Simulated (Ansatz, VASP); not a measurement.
## Two plane-wave programs on Zn

```
CELL_PARAMETERS angstrom
-1.77771 1.57656 1.57656
1.57656 -1.77771 1.57656
1.57656 1.57656 -1.77771
ATOMIC_POSITIONS crystal
Zn 0.00000 0.00000 0.00000
```

Alike in both runs: task single point; functional PBEsol; k mesh 22 × 22 × 22; occupations gaussian, width 0.15 eV; no spin polarisation.

|  | VASP | Ansatz |
| --- | --- | --- |
| version | VASP 6.6.1 | Ansatz 0.2.0 |
| potentials or method | VASP PAW PBE potentials, release 64 (Zn), cutoff 520 eV | scalar-relativistic, plane waves, PAW |
| valence electrons in the cell | 12 | 12 |

|  | VASP | Ansatz | Ansatz less VASP |
| --- | --- | --- | --- |
| gap on the k mesh at the Fermi level (eV) | none | none | - |
| pressure (GPa) | -0.1 | -0.4 | -0.25 |
| traceless stress, the component that is largest in VASP (GPa) | 5.74 | 5.60 | -0.144 |

VASP's potentials were made for PBE, not for PBEsol. A gap of «none» marks a metal or a gap that the smearing closes. With one functional, cell and mesh, what is left measures potentials, basis and numerics.
